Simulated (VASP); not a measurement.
**Si: single point with r2SCAN**

Crystal: Si.

```
Si
1.0
     0.00000    2.72212    2.72212
     2.72212    0.00000    2.72212
     2.72212    2.72212    0.00000
Si
2
Direct
  0.00000 0.00000 0.00000
  0.25000 0.25000 0.25000
```

```yaml
Program: VASP 6.6.1
Task: single point
Functional: r2SCAN
Potentials_or_basis: VASP PAW PBE potentials, release 64 (Si)
Cutoff: 520 eV
k_mesh: 6 × 6 × 6
Occupations: methfessel-paxton, width 0.5 eV
Spin: no spin polarisation
```

* Pressure: -0.2 GPa
* Band gap on the k mesh: 0.93 eV (least direct gap 2.75 eV)

Levels at points of the mesh, in eV from the valence-band top:
```
           k point  band 2  band 3  band 4  band 5  band 6  band 7
(0.00, 0.00, 0.00)    0.00    0.00    0.00    2.75    2.75    2.75
(0.50, 0.00, 0.00)   -7.23   -1.27   -1.27    1.86    3.59    3.59
(0.50, 0.50, 0.00)   -8.13   -2.99   -2.99    0.93    0.93   10.81
```

Wall time 25 s on 1 thread of AMD EPYC 7R13 Processor (Zen 3), with other jobs on the host, peak memory 0.13 GiB.

Caveat: the PAW data sets were made with another functional, which shifts forces and pressure a little. A k mesh can miss the band edges.
